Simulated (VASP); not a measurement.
A run of VASP 6.6.1:

Contents of INCAR:

```
SYSTEM = TiAl3
PREC     = Accurate       ! precision mode
ENCUT    = 520            ! plane-wave cutoff, eV
EDIFF    = 1E-7           ! SCF threshold, eV
ISMEAR   = 0              ! smearing method
SIGMA    = 0.013000000000000001 ! smearing width, eV
LREAL    = .FALSE.        ! projectors in reciprocal space
LASPH    = .TRUE.         ! aspherical terms in the spheres
NELM     = 60             ! most SCF steps
ALGO     = Normal         ! electronic algorithm
ISIF     = 2              ! what is computed and relaxed
LWAVE    = .FALSE.        ! write WAVECAR
LCHARG   = .FALSE.        ! write CHGCAR
GGA      = PE             ! functional
NBANDS   = 18             ! bands
```

The input KPOINTS:

```
regular mesh
0
G
  10 10 10
  0 0 0
```

The input POSCAR:

```
TiAl3
1.0
   -1.9111067713      1.9111067713      4.2806687947
    1.9111067713     -1.9111067713      4.2806687947
    1.9111067713      1.9111067713     -4.2806687947
Ti Al
1 3
Direct
    0.0000000000      0.0000000000      0.0000000000
    0.2500000000      0.7500000000      0.5000000000
    0.7500000000      0.2500000000      0.5000000000
    0.5000000000      0.5000000000      0.0000000000
```

Potentials or basis: VASP PAW PBE potentials, release 64 (Ti_sv, Al).

Launch:

```bash
$ cat potpaw_PBE.64/Ti_sv/POTCAR potpaw_PBE.64/Al/POTCAR > POTCAR
$ mpirun -np 1 vasp_std > vasp.out
```

Hardware: 1 thread of Intel(R) Xeon(R) 6975P-C (Granite Rapids), with other jobs on the host.

Task: Estimate the wall time of this run.

Result: Wall time 2.5 min on 1 thread of Intel(R) Xeon(R) 6975P-C (Granite Rapids), on a shared host, peak memory 0.3 GiB. Counts: scf iterations 18, k points 102.
